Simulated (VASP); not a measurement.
KBr, 2 atoms in the cell. It takes space group Fm-3m (No. 225, cubic). Conventional cell: a = 6.585 Å, b = 6.585 Å, c = 6.585 Å, α = 90.00°, β = 90.00°, γ = 90.00°. K (site symmetry m-3m) has 6 Br at 3.29 Å within 4.3 Å. Within 4.3 Å of Br (site symmetry m-3m) lie 6 K at 3.29 Å. 

| Item | Value |
| --- | --- |
| Program | VASP 6.6.1 |
| Task | single point |
| Functional | r2SCAN |
| Potentials or basis | VASP PAW PBE potentials, release 64 (K_sv, Br) |
| Cutoff | 550 eV |
| k mesh | 6 × 6 × 6 |
| Occupations | gaussian, width 0.1 eV |
| Spin | no spin polarisation |
| Dipole correction | no |
| Further INCAR settings | ALGO = Normal; EDIFF = 1e-06; NBANDS = 15 |

Potentials or basis: VASP PAW PBE potentials, release 64 (K_sv, Br).

Command:

```sh
$ cat potpaw_PBE.64/K_sv/POTCAR potpaw_PBE.64/Br/POTCAR > POTCAR
$ cp INCAR.step1 INCAR
$ mpirun -np 1 vasp_std > vasp.out
$ cp INCAR.step2 INCAR
$ mpirun -np 1 vasp_std > vasp.out
```

Hardware: 1 thread of Intel Xeon 8259CL, with other jobs on the host.

Question: Estimate the wall time of this run.

Answer: It took 2.4 min on 1 thread of Intel Xeon 8259CL, on a shared host, peak memory 0.22 GiB. Counts: k points 16.
